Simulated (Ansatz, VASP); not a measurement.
## FePt: VASP beside Ansatz

```
Fe Pt
1.0
     2.69599    0.00000    0.00000
     0.00000    2.69599    0.00000
     0.00000    0.00000    3.68242
Fe Pt
1 1
Direct
  0.00000 0.00000 0.00000
  0.50000 0.50000 0.50000
```

Alike in both runs: task single point; functional PBEsol; k mesh 8 × 8 × 6; collinear spin.

```csv
,VASP,Ansatz
version,VASP 6.6.1,Ansatz 0.2.0
potentials or method,"VASP PAW PBE potentials, release 64 (Fe, Pt), cutoff 520 eV",all-electron (LAPW or listed datasets)
occupations,"fermi-dirac, width 0.1 eV",fermi-dirac
```

```tsv
	VASP	Ansatz	Ansatz less VASP
net moment per atom (μB)	1.64	1.64	+0.001
size of the moment on the site where the two differ most (μB)	2.88	2.93	+0.049
```

VASP's potentials were made for PBE, not for PBEsol. Site moments also hang on the region over which each program counts them. Ansatz ran all-electron here, and VASP with PAW potentials.

Spin-orbit coupling is off throughout.
